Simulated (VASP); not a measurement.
# Sc4SiN (P4/mmm) in VASP: relaxation of cell and atoms with PBE

Aim: the relaxation of cell and atoms of Sc4SiN with PBE.

All numbers are computed with VASP 6.6.1; they aren't measurements. Logs are shortened: lines on timing, memory, paths and dates and some standing lists are left out, and cuts for length are marked.

### 1 The cell of the first run

Symmetry: P4/mmm, No. 123, tetragonal system. Conventional cell: a = 2.946 Å, b = 2.946 Å, c = 11.842 Å, α = 90.00°, β = 90.00°, γ = 90.00°. Sc (site symmetry 4mm) has 4 N at 2.45 Å and 5 Sc at 2.57 to 2.95 Å within 3.2 Å. Sc (site symmetry 4mm) has 4 Si at 2.80 Å and 9 Sc at 2.95 to 3.73 Å within 3.8 Å. Within 3.7 Å of Si (site symmetry 4/mmm) lie 8 Sc at 2.80 Å and 4 Si at 2.95 Å. N (site symmetry 4/mmm) has 8 Sc at 2.45 Å and 4 N at 2.95 Å within 3.2 Å.

The cell was built from a structure type or drawn by symmetry, and may not be a known phase.

### 2 Relaxation of cell and atoms, PBE

The input, INCAR:

```
SYSTEM = Sc4SiN
PREC = Accurate ; ENCUT = 600
EDIFF = 1E-6 ; ISMEAR = 0
SIGMA = 0.1 ; LREAL = .FALSE.
LASPH = .TRUE. ; NELM = 60
ALGO = Normal ; ISIF = 3
LWAVE = .FALSE. ; LCHARG = .FALSE.
GGA = PE ; IBRION = 2
NSW = 100 ; EDIFFG = -0.01
```

The input, KPOINTS:

```
Automatic mesh
0
G
  12 12 4
  0 0 0
```

The input, POSCAR:

```
Sc4SiN
1.0
    2.9462653810      0.0000000000      0.0000000000
    0.0000000000      2.9462653810      0.0000000000
    0.0000000000      0.0000000000     11.8419523912
Sc Si N
4 1 1
Direct
    0.5000000000      0.5000000000      0.1085684304
    0.0000000000      0.0000000000      0.6574265958
    0.0000000000      0.0000000000      0.3425734042
    0.5000000000      0.5000000000      0.8914315696
    0.5000000000      0.5000000000      0.5000000000
    0.0000000000      0.0000000000      0.0000000000
```

Potentials or basis: VASP PAW PBE potentials, release 64 (Sc_sv, Si, N).

The run is started by

```console
$ cat potpaw_PBE.64/Sc_sv/POTCAR potpaw_PBE.64/Si/POTCAR potpaw_PBE.64/N/POTCAR > POTCAR
$ mpirun -np 1 vasp_std > vasp.out
```

OUTCAR:

```text
SYSTEM = Sc4SiN
   PREC = Accurate
   ENCUT = 600
   EDIFF = 1E-6
   ISMEAR = 0
   LREAL = .FALSE.
   LASPH = .TRUE.
   NELM = 60
   ISIF = 3
   GGA = PE
   IBRION = 2
   NSW = 100
   EDIFFG = -0.01

 ion  position               nearest neighbor table
   1  0.500  0.500  0.109-   6 2.45   6 2.45   6 2.45   6 2.45   4 2.57
   2  0.000  0.000  0.657-   5 2.80   5 2.80   5 2.80   5 2.80
   3  0.000  0.000  0.343-   5 2.80   5 2.80   5 2.80   5 2.80
   4  0.500  0.500  0.891-   6 2.45   6 2.45   6 2.45   6 2.45   1 2.57
   5  0.500  0.500  0.500-   2 2.80   3 2.80   2 2.80   3 2.80   2 2.80   3 2.80   2 2.80   3 2.80

   6  0.000  0.000  0.000-   1 2.45   4 2.45   1 2.45   4 2.45   1 2.45   4 2.45   1 2.45   4 2.45

  LATTYP: Found a simple tetragonal cell.
 ALAT       =     2.9462653810
 C/A-ratio  =     4.0193094850

  Lattice vectors:

 A1 = (   2.9462653810,   0.0000000000,   0.0000000000)
 A2 = (   0.0000000000,   2.9462653810,   0.0000000000)
 A3 = (   0.0000000000,   0.0000000000,  11.8419523912)

Analysis of symmetry for initial positions (statically):
=====================================================================
 Subroutine PRICEL returns:
 Original cell was already a primitive cell.

 Routine SETGRP: Setting up the symmetry group for a
 simple tetragonal supercell.

 Subroutine GETGRP returns: Found 16 space group operations
 (whereof 16 operations were pure point group operations)
 out of a pool of 16 trial point group operations.

The static configuration has the point symmetry D_4h.

Analysis of symmetry for dynamics (positions and initial velocities):
=====================================================================
 Subroutine PRICEL returns:
 Original cell was already a primitive cell.

 Routine SETGRP: Setting up the symmetry group for a
 simple tetragonal supercell.

 Subroutine GETGRP returns: Found 16 space group operations
 (whereof 16 operations were pure point group operations)
 out of a pool of 16 trial point group operations.

The dynamic configuration has the point symmetry D_4h.

 Subroutine INISYM returns: Found 16 space group operations
 (whereof 16 operations are pure point group operations),
 and found     1 'primitive' translations

----------------------------------------------------------------------------------------

                                     Primitive cell

  volume of cell :     102.7938

  direct lattice vectors                    reciprocal lattice vectors
     2.946265381  0.000000000  0.000000000     0.339412738  0.000000000  0.000000000
     0.000000000  2.946265381  0.000000000     0.000000000  0.339412738  0.000000000
     0.000000000  0.000000000 11.841952391     0.000000000  0.000000000  0.084445535

  length of vectors
     2.946265381  2.946265381 11.841952391     0.339412738  0.339412738  0.084445535

  position of ions in fractional coordinates (direct lattice)
     0.500000000  0.500000000  0.108568430
     0.000000000  0.000000000  0.657426596
     0.000000000  0.000000000  0.342573404
     0.500000000  0.500000000  0.891431570
     0.500000000  0.500000000  0.500000000
     0.000000000  0.000000000  0.000000000

  ion indices of the primitive-cell ions
   primitive index   ion index
                 1           1
                 2           2
                 3           3
                 4           4
                 5           5
                 6           6

----------------------------------------------------------------------------------------

 KPOINTS: Automatic mesh

Automatic generation of k-mesh.
 Grid dimensions read from file:
 generate k-points for:   12   12    4

 Generating k-lattice:

  Cartesian coordinates                     Fractional coordinates (reciprocal lattice)
     0.028284395  0.000000000  0.000000000     0.083333333  0.000000000  0.000000000
     0.000000000  0.028284395  0.000000000     0.000000000  0.083333333  0.000000000
     0.000000000  0.000000000  0.021111384     0.000000000  0.000000000  0.250000000

  Length of vectors
     0.028284395  0.028284395  0.021111384

  Shift w.r.t. Gamma in fractional coordinates (k-lattice)
     0.000000000  0.000000000  0.000000000

 Subroutine IBZKPT returns following result:
 ===========================================

 Found     84 irreducible k-points:

 Following reciprocal coordinates:
            Coordinates               Weight
  0.000000  0.000000  0.000000      1.000000
  0.083333  0.000000  0.000000      4.000000
  0.166667  0.000000  0.000000      4.000000
  0.250000  0.000000  0.000000      4.000000
  0.333333  0.000000  0.000000      4.000000
  0.416667  0.000000  0.000000      4.000000
[... 16 lines left out ...]
  0.333333  0.333333  0.000000      4.000000
  0.416667  0.333333  0.000000      8.000000
 [... further k-points ...]
   k-points           NKPTS =     84   k-points in BZ     NKDIM =     84   number of bands    NBANDS=     31
   number of dos      NEDOS =    301   number of ions     NIONS =      6
   total plane-waves  NPLWV =  55296
   dimension x,y,z NGX =    24 NGY =   24 NGZ =   96
   dimension x,y,z NGXF=    48 NGYF=   48 NGZF=  192
   ions per type =               4   1   1
   NGX,Y,Z   is equivalent  to a cutoff of  13.54, 13.54, 13.48 a.u.
   NGXF,Y,Z  is equivalent  to a cutoff of  27.08, 27.08, 26.95 a.u.
 SYSTEM =  Sc4SiN
   PREC   = accura    normal or accurate (medium, high low for compatibility)
   ISTART =      0    job   : 0-new  1-cont  2-samecut
   ICHARG =      2    charge: 1-file 2-atom 10-const
   ISPIN  =      1    spin polarized calculation?
   LNONCOLLINEAR =      F non collinear calculations
   LSORBIT =      F    spin-orbit coupling
   LASPH  =      T    aspherical Exc in radial PAW
   ENCUT  =  600.0 eV  44.10 Ry    6.64 a.u.   5.88  5.88 23.65*2*pi/ulx,y,z
   NELM   =     60;   NELMIN=  2; NELMDL= -5     # of ELM steps
   EDIFF  = 0.1E-05   stopping-criterion for ELM
   LREAL  =      F    real-space projection
   EDIFFG = -.1E-01   stopping-criterion for IOM
   NSW    =    100    number of steps for IOM
   IBRION =      2    ionic relax: 0-MD 1-quasi-New 2-CG
   NFREE  =      1    steps in history (QN), initial steepest desc. (CG)
   ISIF   =      3    stress and relaxation
   ISYM   =      2    0-nonsym 1-usesym 2-fastsym
   POTIM  = 0.5000    time-step for ionic-motion
   TEBEG  =    0.0;   TEEND  =   0.0 temperature during run
   PSTRESS=    0.0 pullay stress
   NELECT =      53.0000    total number of electrons
   NUPDOWN=      -1.0000    fix difference up-down
   EMIN   =  10.00;   EMAX   =-10.00  energy-range for DOS
   EFERMI =   0.00;   METHOD = LEGACY
   ISMEAR =     0;   SIGMA  =   0.10  broadening in eV -4-tet -1-fermi 0-gaus
   EFERMI_NEDOS =   21; number of points for ismear=-14 and -15
   IALGO  =     38    algorithm
   IMIX   =      4    mixing-type and parameters
     AMIX     =   0.40;   BMIX     =  1.00
     AMIX_MAG =   1.60;   BMIX_MAG =  1.00
  volume/ion in A,a.u.               =      17.13       115.61
  Fermi-wavevector in a.u.,A,eV,Ry     =   1.312737  2.480714 23.446632  1.723279
  Thomas-Fermi vector in A             =   2.443109
   LORBIT       =      0    0 simple, 1 ext, 2 COOP (PROOUT), +10 PAW based schemes
   GGA     = PE    functional components
   LHFCALC =     F    Hartree Fock is set to
   AEXX    =    0.0000 exact exchange contribution
   IVDW    =     0    specifies the selected vdW correction
   LEPSILON=     F    determine dielectric tensor
   LRPA    =     F    only Hartree local field effects (RPA)
 conjugate gradient relaxation of ions
 non-spin polarized calculation
 Gauss-broadening in eV      SIGMA  =   0.10
  energy-cutoff  :      600.00
  volume of cell :      102.79
 maximum number of plane-waves:      3476
 NGX is ok and might be reduce to    24
   NGX = 11   NGY = 11   NGZ = 47

--------------------------------------- Ionic step        1  -------------------------------------------

 number of electron      52.9999988 magnetization

 Free energy of the ion-electron system (eV)
  ---------------------------------------------------
  ext. energy  EPLUGINS =         0.00000000
  ---------------------------------------------------
  free energy    TOTEN  =       -41.61083359 eV

  energy without entropy =      -41.58608953  energy(sigma->0) =      -41.59846156

------------------------ aborting loop because EDIFF is reached ----------------------------------------

  FORCE on cell =-STRESS in cart. coord.  units (eV):
  Direction    XX          YY          ZZ          XY          YZ          ZX
  --------------------------------------------------------------------------------------
  -------------------------------------------------------------------------------------
  Total        0.3627833      0.3627833      0.1523884      0.0000000      0.0000000      0.0000000
  in kB        5.6544553      5.6544553      2.3751742      0.0000000      0.0000000      0.0000000
  external PRESSURE =       4.5613616 kB  Pullay stress =       0.0000000 kB
[... 305 lines left out ...]
  energy  without entropy=      -41.5901685585  energy(sigma->0) =      -41.60217428

--------------------------------------- Ionic step        9  -------------------------------------------

 number of electron      52.9999992 magnetization

 Free energy of the ion-electron system (eV)
  ---------------------------------------------------
  ext. energy  EPLUGINS =         0.00000000
  ---------------------------------------------------
  free energy    TOTEN  =       -41.61420452 eV

  energy without entropy =      -41.59012636  energy(sigma->0) =      -41.60216544

 E-fermi :   5.8064     XC(G=0): -10.8175

 val. band max:        5.8062552712   @ k =   0.0833   0.0833   0.2500
 cond. band min:       5.8109508407   @ k =   0.3333   0.0000   0.2500
 fundamental gap:      0.0046955695
 Fermi energy:         5.8063752290

 k-point     1 :       0.0000    0.0000    0.0000
  band No.  band energies     occupation
      1     -43.9954      2.00000
      2     -43.8565      2.00000
      3     -43.5139      2.00000
      4     -43.5115      2.00000
      5     -22.9845      2.00000
      6     -22.3655      2.00000
[... 805 lines left out ...]
     30       6.9849      0.00000
     31       7.2896      0.00000

 [... further k-points ...]

------------------------ aborting loop because EDIFF is reached ----------------------------------------

  FORCE on cell =-STRESS in cart. coord.  units (eV):
  Direction    XX          YY          ZZ          XY          YZ          ZX
  --------------------------------------------------------------------------------------
  -------------------------------------------------------------------------------------
  Total        0.0062198      0.0062198     -0.0060358      0.0000000      0.0000000     -0.0000000
  in kB        0.0966779      0.0966779     -0.0938177      0.0000000      0.0000000     -0.0000000
  external PRESSURE =       0.0331794 kB  Pullay stress =       0.0000000 kB
[... 21 lines left out ...]
  FREE ENERGIE OF THE ION-ELECTRON SYSTEM (eV)
  ---------------------------------------------------
  free  energy   TOTEN  =       -41.6142045219 eV

  energy  without entropy=      -41.5901263590  energy(sigma->0) =      -41.60216544

 reached required accuracy - stopping structural energy minimisation
```

Wall time 14 min (1 thread of Intel Xeon Platinum 8559C (Emerald Rapids), shared host); peak memory 0.43 GiB.

What came out:

| Property | Result |
| --- | --- |
| Free energy | -41.6142 eV |
| Relaxed volume | 17.18 Å³/atom |
| Relaxed cell | a = 2.953 Å, b = 2.953 Å, c = 11.820 Å, α = 90.00°, β = 90.00°, γ = 90.00° |
| Space group after relaxing (to 0.1 Å) | P4/mmm (No. 123) |
| Energy gained by relaxing | 0.6 meV/atom |
| Ionic steps | 9 |
| Pressure after relaxing | 0.0 GPa |
| Band gap on the k mesh | zero (an odd number of electrons rules out a gap without spin polarisation) |

Forces in eV/Å, atoms in the order of the input:
```
Sc   0.000  0.000 -0.003
Sc   0.000  0.000  0.001
Sc   0.000  0.000 -0.001
Sc   0.000  0.000  0.003
Si   0.000  0.000  0.000
N    0.000  0.000  0.000
```

Step by step:
```tsv
step	energy change (eV)	largest force (eV/Å)	pressure (GPa)	volume (Å³)
1	0.0000	0.1223	0.46	102.79
2	-0.0020	0.0617	-0.29	103.52
3	-0.0020	0.0676	-0.26	103.47
4	-0.0030	0.0405	-0.14	103.29
5	-0.0033	0.0124	-0.01	103.10
6	-0.0033	0.0169	-0.02	103.12
7	-0.0033	0.0139	0.01	103.07
8	-0.0033	0.0161	0.02	103.05
9	-0.0034	0.0029	0.00	103.08
```

Final structure:
```
Sc Si N
1.0
     2.95302    0.00000    0.00000
     0.00000    2.95302    0.00000
     0.00000    0.00000   11.82032
Sc Si N
4 1 1
Direct
  0.50000 0.50000 0.10906
  0.00000 0.00000 0.65894
  0.00000 0.00000 0.34106
  0.50000 0.50000 0.89094
  0.50000 0.50000 0.50000
  0.00000 0.00000 0.00000
```

Levels at points of the mesh, in eV from the Fermi level:
| k point | band 24 | band 25 | band 26 | band 27 | band 28 | band 29 |
| --- | --- | --- | --- | --- | --- | --- |
| (0.00, 0.00, 0.00) | -1.15 | -0.85 | -0.79 | -0.34 | -0.31 | 0.04 |
| (0.50, 0.00, 0.00) | -1.19 | -0.95 | -0.92 | -0.61 | 0.33 | 0.36 |
| (0.50, 0.50, 0.00) | -2.72 | -0.06 | 0.10 | 0.10 | 0.21 | 1.05 |
| (0.00, 0.00, 0.50) | -1.88 | -0.82 | -0.52 | -0.32 | -0.15 | -0.09 |
| (0.50, 0.00, 0.50) | -1.46 | -0.94 | -0.59 | -0.47 | 0.01 | 0.43 |
| (0.50, 0.50, 0.50) | -2.74 | 0.19 | 0.19 | 0.26 | 0.49 | 0.78 |
